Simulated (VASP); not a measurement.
# Au (P6_3/mmc) in VASP: a series of runs

The runs below take Au through electric field gradients, with PBE.

All numbers are computed with VASP 6.6.1; they aren't measurements. Logs are shortened: lines on timing, memory, paths and dates and some standing lists are left out, and cuts for length are marked.

## Step 1: The cell of the first run

Symmetry: P6_3/mmc, No. 194, hexagonal system. The conventional cell has a = 2.900 Å, b = 2.900 Å, c = 4.880 Å, α = 90.00°, β = 90.00°, γ = 120.00°. Within 3.8 Å of Au (site symmetry -6m2) lie 12 Au at 2.90 to 2.96 Å.

This isn't the form of Au at room conditions, which is fcc.

## Step 2: Electric field gradients, PBE, non-collinear spin, zero start, spin-orbit coupling

File INCAR:

```
PREC = Accurate
ENCUT = 400
EDIFF = 1E-8
ISMEAR = -1
SIGMA = 0.03
LREAL = False
LASPH = True
NELM = 200
ALGO = Normal
ISIF = 2
LWAVE = False
LCHARG = False
MAGMOM = 0 0 0 0 0 0
LORBIT = 11
LSORBIT = True
GGA_COMPAT = False
LORBMOM = True
LMAXMIX = 4
GGA = PE
LEFG = True
NBANDS = 34
```

File KPOINTS:

```
Automatic mesh
0
Gamma
  14 14 8
```

File POSCAR:

```
Au
1.0
    2.8999984104      0.0000000000      0.0000000000
   -1.4499992052      2.5114722944      0.0000000000
    0.0000000000      0.0000000000      4.8800000000
Au
2
Direct
    0.3333333333      0.6666666667      0.7500000000
    0.6666666667      0.3333333333      0.2500000000
```

Potentials or basis: VASP PAW PBE potentials, release 64 (Au).

The run is started by

```
cat potpaw_PBE.64/Au/POTCAR > POTCAR
mpirun -np 1 vasp_ncl > vasp.out
```

OUTCAR:

```text
PREC = Accurate
   ENCUT = 400
   EDIFF = 1E-8
   ISMEAR = -1
   LREAL = False
   LASPH = True
   NELM = 200
   ISIF = 2
   LORBIT = 11
   LSORBIT = True
   GGA = PE

 ion  position               nearest neighbor table
   1  0.333  0.667  0.750-   2 2.96   2 2.96   2 2.96   2 2.96   2 2.96   2 2.96
   2  0.667  0.333  0.250-   1 2.96   1 2.96   1 2.96   1 2.96   1 2.96   1 2.96

  LATTYP: Found a hexagonal cell.
 ALAT       =     2.8999984104
 C/A-ratio  =     1.6827595431

  Lattice vectors:

 A1 = (   2.8999984104,   0.0000000000,   0.0000000000)
 A2 = (  -1.4499992052,   2.5114722944,   0.0000000000)
 A3 = (   0.0000000000,   0.0000000000,   4.8800000000)

Analysis of symmetry for initial positions (statically):
=====================================================================
 Subroutine PRICEL returns:
 Original cell was already a primitive cell.

 Routine SETGRP: Setting up the symmetry group for a
 hexagonal supercell.

 Subroutine GETGRP returns: Found 24 space group operations
 (whereof 12 operations were pure point group operations)
 out of a pool of 24 trial point group operations.

The static configuration has the point symmetry D_3d.
 The point group associated with its full space group is D_6h.

Analysis of symmetry for dynamics (positions and initial velocities):
=====================================================================
 Subroutine PRICEL returns:
 Original cell was already a primitive cell.

 Routine SETGRP: Setting up the symmetry group for a
 hexagonal supercell.

 Subroutine GETGRP returns: Found 24 space group operations
 (whereof 12 operations were pure point group operations)
 out of a pool of 24 trial point group operations.

The dynamic configuration has the point symmetry D_3d.
 The point group associated with its full space group is D_6h.

Analysis of structural, dynamic, and magnetic symmetry:
=====================================================================
 Subroutine PRICEL returns:
 Original cell was already a primitive cell.

 Routine SETGRP: Setting up the symmetry group for a
 hexagonal supercell.

 Subroutine GETGRP returns: Found 24 space group operations
 (whereof 12 operations were pure point group operations)
 out of a pool of 24 trial point group operations.

The overall configuration has the point symmetry D_3d.
 The point group associated with its full space group is D_6h.

 Subroutine INISYM returns: Found 24 space group operations
 (whereof 12 operations are pure point group operations),
 and found     1 'primitive' translations

----------------------------------------------------------------------------------------

                                     Primitive cell

  volume of cell :      35.5423

  direct lattice vectors                    reciprocal lattice vectors
     2.899998410  0.000000000  0.000000000     0.344827775  0.199086409  0.000000000
    -1.449999205  2.511472294  0.000000000     0.000000000  0.398172818  0.000000000
     0.000000000  0.000000000  4.880000000     0.000000000  0.000000000  0.204918033

  length of vectors
     2.899998410  2.899998410  4.880000000     0.398172818  0.398172818  0.204918033

  position of ions in fractional coordinates (direct lattice)
     0.333333333  0.666666667  0.750000000
     0.666666667  0.333333333  0.250000000

  ion indices of the primitive-cell ions
   primitive index   ion index
                 1           1
                 2           2

----------------------------------------------------------------------------------------

[... 1025 lines left out ...]
  Total        0.1692461      0.1692461      0.0027675      0.0000000      0.0000000      0.0000000
  in kB        7.6292743      7.6292743      0.1247524      0.0000000      0.0000000      0.0000000
  external PRESSURE =       5.1277670 kB  Pullay stress =       0.0000000 kB

 VOLUME and BASIS-vectors are now :
 -----------------------------------------------------------------------------
  energy-cutoff  :      400.00
  volume of cell :       35.54
      direct lattice vectors                 reciprocal lattice vectors
     2.899998410  0.000000000  0.000000000     0.344827775  0.199086409  0.000000000
    -1.449999205  2.511472294  0.000000000     0.000000000  0.398172818  0.000000000
     0.000000000  0.000000000  4.880000000     0.000000000  0.000000000  0.204918033

 POSITION                                       TOTAL-FORCE (eV/Angst)
 -----------------------------------------------------------------------------------
     -0.00000      1.67431      3.66000        -0.000000      0.000000      0.000000
      1.45000      0.83716      1.22000         0.000000     -0.000000     -0.000000
 -----------------------------------------------------------------------------------
    total drift:                                0.000000      0.000000     -0.000000

  FREE ENERGIE OF THE ION-ELECTRON SYSTEM (eV)
  ---------------------------------------------------
  free  energy   TOTEN  =        -6.9895629643 eV

  energy  without entropy=       -6.9856907385  energy(sigma->0) =       -6.98762685

 Electric field gradients (V/A^2)
---------------------------------------------------------------------
 ion       V_xx      V_yy      V_zz      V_xy      V_xz      V_yz
---------------------------------------------------------------------
   1     -13.308   -13.308    26.616    -0.000    -0.000    -0.000
   2     -13.308   -13.308    26.616    -0.000     0.000     0.000
---------------------------------------------------------------------

 Electric field gradients after diagonalization (V/A^2)
 (convention: |V_zz| > |V_xx| > |V_yy|)
----------------------------------------------------------------------
 ion       V_xx      V_yy      V_zz     asymmetry (V_yy - V_xx)/ V_zz
----------------------------------------------------------------------
   1     -13.308   -13.307    26.616       0.000
   2     -13.308   -13.307    26.616       0.000
----------------------------------------------------------------------

           NMR quadrupolar parameters

 Cq : quadrupolar parameter    Cq=e*Q*V_zz/h
 eta: asymmetry parameters     (V_yy - V_xx)/ V_zz
 Q  : nuclear electric quadrupole moment in mb (millibarn)
----------------------------------------------------------------------
 ion       Cq(MHz)       eta       Q (mb)
----------------------------------------------------------------------
   1       0.064       0.000       1.000
   2       0.064       0.000       1.000
----------------------------------------------------------------------

 orbital moment (x)

 # of ion     p       d       tot
 ----------------------------------------
  1         0.000  -0.000  -0.000
  2         0.000  -0.000  -0.000
 ----------------------------------------
            0.000  -0.000  -0.000

 orbital moment (y)

 # of ion     p       d       tot
 ----------------------------------------
  1         0.000   0.000   0.000
  2        -0.000   0.000   0.000
 ----------------------------------------
           -0.000   0.000   0.000

 orbital moment (z)

 # of ion     p       d       tot
 ----------------------------------------
  1         0.000   0.000   0.000
  2         0.000   0.000   0.000
 ----------------------------------------
            0.000   0.000   0.000

 Spin-Orbit-Coupling matrix elements

 Ion:    1  E_soc:     -0.5765457
 l=   1
     0.0000000    -0.0243720    -0.0252168
    -0.0243720     0.0000000    -0.0243720
    -0.0252168    -0.0243720     0.0000000
 l=   2
     0.0000000    -0.0138379     0.0000000    -0.0138379    -0.0582059
    -0.0138379     0.0000000    -0.0437409    -0.0132731    -0.0138379
     0.0000000    -0.0437409     0.0000000    -0.0437409     0.0000000
    -0.0138379    -0.0132731    -0.0437409     0.0000000    -0.0138379
    -0.0582059    -0.0138379     0.0000000    -0.0138379     0.0000000
 l=   3
     0.0000000     0.0000000     0.0000000     0.0000000     0.0000000     0.0000000     0.0000000
     0.0000000     0.0000000     0.0000000     0.0000000     0.0000000     0.0000000     0.0000000
     0.0000000     0.0000000     0.0000000     0.0000000     0.0000000     0.0000000     0.0000000
     0.0000000     0.0000000     0.0000000     0.0000000     0.0000000     0.0000000     0.0000000
     0.0000000     0.0000000     0.0000000     0.0000000     0.0000000     0.0000000     0.0000000
     0.0000000     0.0000000     0.0000000     0.0000000     0.0000000     0.0000000     0.0000000
     0.0000000     0.0000000     0.0000000     0.0000000     0.0000000     0.0000000     0.0000000

 Ion:    2  E_soc:     -0.5765457
 l=   1
     0.0000000    -0.0243720    -0.0252168
    -0.0243720     0.0000000    -0.0243720
    -0.0252168    -0.0243720     0.0000000
 l=   2
     0.0000000    -0.0138379     0.0000000    -0.0138379    -0.0582059
    -0.0138379     0.0000000    -0.0437409    -0.0132731    -0.0138379
     0.0000000    -0.0437409     0.0000000    -0.0437409     0.0000000
    -0.0138379    -0.0132731    -0.0437409     0.0000000    -0.0138379
    -0.0582059    -0.0138379     0.0000000    -0.0138379     0.0000000
 l=   3
     0.0000000     0.0000000     0.0000000     0.0000000     0.0000000     0.0000000     0.0000000
     0.0000000     0.0000000     0.0000000     0.0000000     0.0000000     0.0000000     0.0000000
     0.0000000     0.0000000     0.0000000     0.0000000     0.0000000     0.0000000     0.0000000
     0.0000000     0.0000000     0.0000000     0.0000000     0.0000000     0.0000000     0.0000000
     0.0000000     0.0000000     0.0000000     0.0000000     0.0000000     0.0000000     0.0000000
     0.0000000     0.0000000     0.0000000     0.0000000     0.0000000     0.0000000     0.0000000
     0.0000000     0.0000000     0.0000000     0.0000000     0.0000000     0.0000000     0.0000000

 total charge

# of ion       s       p       d       tot
------------------------------------------
    1        0.530   0.339   8.736   9.604
    2        0.530   0.339   8.736   9.604
--------------------------------------------------
tot          1.060   0.677  17.471  19.209

 magnetization (x)

# of ion       s       p       d       tot
------------------------------------------
    1        0.000   0.000   0.000   0.000
    2        0.000   0.000  -0.000  -0.000
--------------------------------------------------
tot          0.000   0.000   0.000   0.000

 magnetization (y)

# of ion       s       p       d       tot
------------------------------------------
    1        0.000   0.000   0.000   0.000
    2        0.000   0.000   0.000   0.000
--------------------------------------------------
tot          0.000   0.000   0.000   0.000

 magnetization (z)

# of ion       s       p       d       tot
------------------------------------------
    1        0.000   0.000   0.000   0.000
    2        0.000   0.000   0.000   0.000
--------------------------------------------------
tot          0.000   0.000   0.000   0.000
```

Wall time 81 s (1 thread of Intel Xeon 6975P-C (Granite Rapids), shared host); peak memory 0.27 GiB.

What came out:

- Free energy: -6.9896 eV
- Pressure: 0.5 GPa
- Net moment: 0.00 μB per cell
- Largest electric field gradient by atom: Au +26.6 V/Å²
- Valence electrons inside the program's atomic spheres: Au 9.60

Moments on the atoms (μB; x, y, z):
```
Au  0.00 0.00 0.00
Au  0.00 0.00 0.00
```

Electric field gradients, principal values (V/Å²):
```
atom    least   middle  greatest (by size)
1 Au  -13.307  -13.308              26.616
2 Au  -13.307  -13.308              26.616
```

Caveat: without QUAD_EFG the Cq values of the log hold for a quadrupole moment of 1 mb, not for the nuclei.

## Step 3: Electric field gradients, PBE (equal xx and yy strain of -1 %)

File INCAR:

```
PREC = Accurate ; ENCUT = 520
EDIFF = 1E-8 ; ISMEAR = -1
SIGMA = 0.03 ; LREAL = F
LASPH = T ; NELM = 100
ALGO = Normal ; ISIF = 2
LWAVE = F ; LCHARG = F
GGA = PE ; LEFG = T
NBANDS = 18
```

KPOINTS is that of step 2.

File POSCAR:

```
Au
1.0
    2.8709984263      0.0000000000      0.0000000000
   -1.4354992132      2.4863575715      0.0000000000
    0.0000000000      0.0000000000      4.8800000000
Au
2
Direct
    0.3333333333      0.6666666667      0.7500000000
    0.6666666667      0.3333333333      0.2500000000
```

Potentials or basis: VASP PAW PBE potentials, release 64 (Au).

The run is started by

```
cat potpaw_PBE.64/Au/POTCAR > POTCAR
mpirun -np 1 vasp_std > vasp.out
```

OUTCAR:

```text
PREC = Accurate
   ENCUT = 520
   EDIFF = 1E-8
   ISMEAR = -1
   LREAL = F
   LASPH = T
   NELM = 100
   ISIF = 2
   GGA = PE

 ion  position               nearest neighbor table
   1  0.333  0.667  0.750-   2 2.95   2 2.95   2 2.95   2 2.95   2 2.95   2 2.95
   2  0.667  0.333  0.250-   1 2.95   1 2.95   1 2.95   1 2.95   1 2.95   1 2.95

  LATTYP: Found a hexagonal cell.
 ALAT       =     2.8709984263
 C/A-ratio  =     1.6997571142

  Lattice vectors:

 A1 = (   2.8709984263,   0.0000000000,   0.0000000000)
 A2 = (  -1.4354992132,   2.4863575715,   0.0000000000)
 A3 = (   0.0000000000,   0.0000000000,   4.8800000000)

Analysis of symmetry for initial positions (statically):
=====================================================================
 Subroutine PRICEL returns:
 Original cell was already a primitive cell.

 Routine SETGRP: Setting up the symmetry group for a
 hexagonal supercell.

 Subroutine GETGRP returns: Found 24 space group operations
 (whereof 12 operations were pure point group operations)
 out of a pool of 24 trial point group operations.

The static configuration has the point symmetry D_3d.
 The point group associated with its full space group is D_6h.

Analysis of symmetry for dynamics (positions and initial velocities):
=====================================================================
 Subroutine PRICEL returns:
 Original cell was already a primitive cell.

 Routine SETGRP: Setting up the symmetry group for a
 hexagonal supercell.

 Subroutine GETGRP returns: Found 24 space group operations
 (whereof 12 operations were pure point group operations)
 out of a pool of 24 trial point group operations.
[... 159 lines left out ...]
      1      -0.5151      2.00000
      2       1.8687      2.00000
      3       4.2986      2.00000
      4       4.6278      2.00000
      5       4.6278      2.00000
      6       4.9134      2.00000
[... 481 lines left out ...]
      5       4.4522      2.00000
      6       4.5702      2.00000
[... 10 lines left out ...]
     17      20.0843      0.00000
     18      20.2724      0.00000

 [... further k-points ...]

------------------------ aborting loop because EDIFF is reached ----------------------------------------

  FORCE on cell =-STRESS in cart. coord.  units (eV):
  Direction    XX          YY          ZZ          XY          YZ          ZX
  --------------------------------------------------------------------------------------
  -------------------------------------------------------------------------------------
  Total        1.1624503      1.1624503      0.9084312     -0.0000000     -0.0000000      0.0000000
  in kB       53.4648835     53.4648835     41.7817129     -0.0000000     -0.0000000      0.0000000
  external PRESSURE =      49.5704933 kB  Pullay stress =       0.0000000 kB

 VOLUME and BASIS-vectors are now :
 -----------------------------------------------------------------------------
  energy-cutoff  :      520.00
  volume of cell :       34.84
      direct lattice vectors                 reciprocal lattice vectors
     2.870998426  0.000000000  0.000000000     0.348310884  0.201097383  0.000000000
    -1.435499213  2.486357572  0.000000000     0.000000000  0.402194765  0.000000000
     0.000000000  0.000000000  4.880000000     0.000000000  0.000000000  0.204918033

 POSITION                                       TOTAL-FORCE (eV/Angst)
 -----------------------------------------------------------------------------------
     -0.00000      1.65757      3.66000        -0.000000     -0.000000      0.000000
      1.43550      0.82879      1.22000         0.000000      0.000000      0.000000
 -----------------------------------------------------------------------------------
    total drift:                                0.000000     -0.000000      0.000000

  FREE ENERGIE OF THE ION-ELECTRON SYSTEM (eV)
  ---------------------------------------------------
  free  energy   TOTEN  =        -6.4007382363 eV

  energy  without entropy=       -6.3967721378  energy(sigma->0) =       -6.39875519

 Electric field gradients (V/A^2)
---------------------------------------------------------------------
 ion       V_xx      V_yy      V_zz      V_xy      V_xz      V_yz
---------------------------------------------------------------------
   1     -13.360   -13.360    26.720    -0.000     0.000    -0.000
   2     -13.360   -13.360    26.720    -0.000    -0.000     0.000
---------------------------------------------------------------------

 Electric field gradients after diagonalization (V/A^2)
 (convention: |V_zz| > |V_xx| > |V_yy|)
----------------------------------------------------------------------
 ion       V_xx      V_yy      V_zz     asymmetry (V_yy - V_xx)/ V_zz
----------------------------------------------------------------------
   1     -13.360   -13.360    26.720       0.000
   2     -13.360   -13.360    26.720       0.000
----------------------------------------------------------------------

           NMR quadrupolar parameters

 Cq : quadrupolar parameter    Cq=e*Q*V_zz/h
 eta: asymmetry parameters     (V_yy - V_xx)/ V_zz
 Q  : nuclear electric quadrupole moment in mb (millibarn)
----------------------------------------------------------------------
 ion       Cq(MHz)       eta       Q (mb)
----------------------------------------------------------------------
   1       0.065       0.000       1.000
   2       0.065       0.000       1.000
----------------------------------------------------------------------
```

stdout:

```text
POSCAR found type information on POSCAR Au
 POSCAR found :  1 types and       2 ions
 scaLAPACK will be used
 LDA part: xc-table for (Slater+PW92), standard interpolation
 POSCAR, INCAR and KPOINTS ok, starting setup
 FFT: planning ... GRIDC
 FFT: planning ... GRID_SOFT
 FFT: planning ... GRID
 WAVECAR not read
 entering main loop
ion   1

ion   2
```

Run time: 75 s. Hardware: 1 thread of AMD EPYC 7R13, shared host; peak memory 0.17 GiB.

What came out:

```
Free energy                             : -6.4007 eV
Pressure                                : 5.0 GPa
Band gap on the k mesh                  : zero (bands 11 and 12 overlap by 6.51 eV)
Largest electric field gradient by atom : Au +26.7 V/Å²
```

Stress tensor (GPa, compression positive):
```
5.35 0.00 0.00
0.00 5.35 0.00
0.00 0.00 4.18
```

Levels at points of the mesh, in eV from the Fermi level:
| k point | band 9 | band 10 | band 11 | band 12 | band 13 | band 14 |
| --- | --- | --- | --- | --- | --- | --- |
| (0.00, 0.00, 0.00) | -3.45 | -2.19 | -2.19 | -1.13 | 2.42 | 14.66 |
| (0.50, 0.00, 0.00) | -1.84 | -1.68 | 0.39 | 1.59 | 5.62 | 7.15 |
| (0.00, 0.00, 0.50) | -2.63 | -2.63 | -2.63 | -2.63 | 10.22 | 10.22 |
| (0.50, 0.00, 0.50) | -1.75 | -1.75 | 0.51 | 0.51 | 3.89 | 3.89 |

Electric field gradients, principal values (V/Å²):
```csv
atom,least,middle,greatest (by size)
1 Au,-13.360,-13.360,26.720
2 Au,-13.360,-13.360,26.720
```

Caveat: the cell differs from its parent crystal (equal xx and yy strain of -1 %); the cell stands under pressure; without QUAD_EFG the Cq values of the log hold for a quadrupole moment of 1 mb, not for the nuclei; spin-orbit coupling is left out, which moves the levels of the heavy elements.
